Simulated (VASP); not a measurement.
A run of VASP 6.6.1 is set up as follows.

Contents of INCAR:

```
ALGO     = Normal         # electronic algorithm
DIPOL    = 0.5 0.5 0.328
EDIFF    = 1E-7           # SCF threshold, eV
ENCUT    = 520            # plane-wave cutoff, eV
GGA      = PE             # functional
IDIPOL   = 3            
ISIF     = 2              # what is computed and relaxed
ISMEAR   = 0              # smearing method
LASPH    = T              # aspherical terms in the spheres
LCHARG   = F              # write CHGCAR
LDIPOL   = T            
LREAL    = F              # projectors in reciprocal space
LWAVE    = F              # write WAVECAR
NBANDS   = 54             # bands
NELM     = 80             # most SCF steps
PREC     = Accurate       # precision mode
SIGMA    = 0.1            # smearing width, eV
```

KPOINTS

```
k-points
0
Gamma
  7 5 1
```

Contents of POSCAR:

```
Ge6S
1.0
    4.0740542126      0.0000000000      0.0000000000
    0.0000000000      5.7615827213      0.0000000000
    0.0000000000      0.0000000000     19.5242196736
Ge S
6 1
Direct
    0.5000000000      0.0000000000      0.2048737449
    0.0000000000      0.2500000000      0.2048737449
    0.0000000000      0.5005156572      0.3087424246
    0.5000000000      0.7494843428      0.3087424246
    0.5000000000      0.0069199665      0.4109879835
    0.0000000000      0.2430800335      0.4109879835
    1.0000000000      0.6735866331      0.4482283552
```

Potentials or basis: VASP PAW PBE potentials, release 64 (Ge_d, S).

Launch:

```console
$ cat potpaw_PBE.64/Ge_d/POTCAR potpaw_PBE.64/S/POTCAR > POTCAR
$ mpirun -np 1 vasp_std > vasp.out
```

Task: Estimate the largest force.

Result: 1.443 eV/Å.

Task: What does it give for the band gap on the k mesh?

Result: Zero (band 45 reaches -1.68 eV, above the bottom of band 46 at -1.78 eV).

Forces on the atoms (eV/Å):
```
Ge   0.000  0.414 -0.027
Ge   0.000 -0.657 -0.226
Ge   0.000  0.353 -0.020
Ge   0.000  0.198 -0.524
Ge   0.000 -1.062  0.268
Ge   0.000  1.343  0.528
S    0.000 -0.589  0.001
```
